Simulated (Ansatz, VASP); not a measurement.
**One calculation of SiF, two programs**

Contents of INCAR:

```
ALGO = Normal
EDIFF = 1E-6
ENCUT = 520
GGA = PE
ISIF = 2
ISMEAR = -1
LASPH = True
LCHARG = True
LELF = True
LREAL = False
LVHAR = True
LWAVE = False
NBANDS = 12
NELM = 60
PREC = Accurate
SIGMA = 0.05
```

Contents of KPOINTS:

```
k-points
0
Gamma
  9 9 9
```

File POSCAR:

```
SiF
1.0
    3.0082732130      0.0000000000      0.0000000000
    0.0000000000      3.0082732130      0.0000000000
    0.0000000000      0.0000000000      3.0082732130
Si F
1 1
Direct
    0.5000000000      0.5000000000      0.5000000000
    0.0000000000      0.0000000000      0.0000000000
```

Contents of input.yaml:

```yaml
crystal:
  lattice:
    - [3.008273213, 0.0, 0.0]
    - [0.0, 3.008273213, 0.0]
    - [0.0, 0.0, 3.008273213]
  atoms:
    - { symbol: Si, position: [0.5, 0.5, 0.5] }
    - { symbol: F, position: [0.0, 0.0, 0.0] }
hamiltonian:
  xc: pbe
  pseudopotentials: { kind: paw, azcp: { folder: soft_1 } }
kpoints:
  mp_grid: { grid: [9, 9, 9] }
scf:
  occupations: { method: fermi_dirac, width: 0.05 }
output:
  forces: true
  stress: true
  eigenvalues: true
```

Alike in both runs: task single point; functional PBE; k mesh 9 × 9 × 9; occupations fermi-dirac, width 0.05 eV; no spin polarisation.

|  | VASP | Ansatz |
| --- | --- | --- |
| version | VASP 6.6.1 | Ansatz 0.2.0 |
| potentials or method | VASP PAW PBE potentials, release 64 (Si, F) | Ansatz PAW soft_1 |
| plane-wave cutoff (eV) | 520 | 420 |
| valence electrons in the cell | 11 | 11 |

Ansatz gave:

```
gap on the k mesh at the Fermi level (eV) : none
pressure (GPa)                            : 1.7
```

Question: Estimate VASP's values.

Answer: gap on the k mesh at the Fermi level (eV): none; pressure (GPa): 1.5.

A gap of «none» marks a metal or a gap that the smearing closes. With one functional, cell and mesh, what is left measures potentials, basis and numerics.
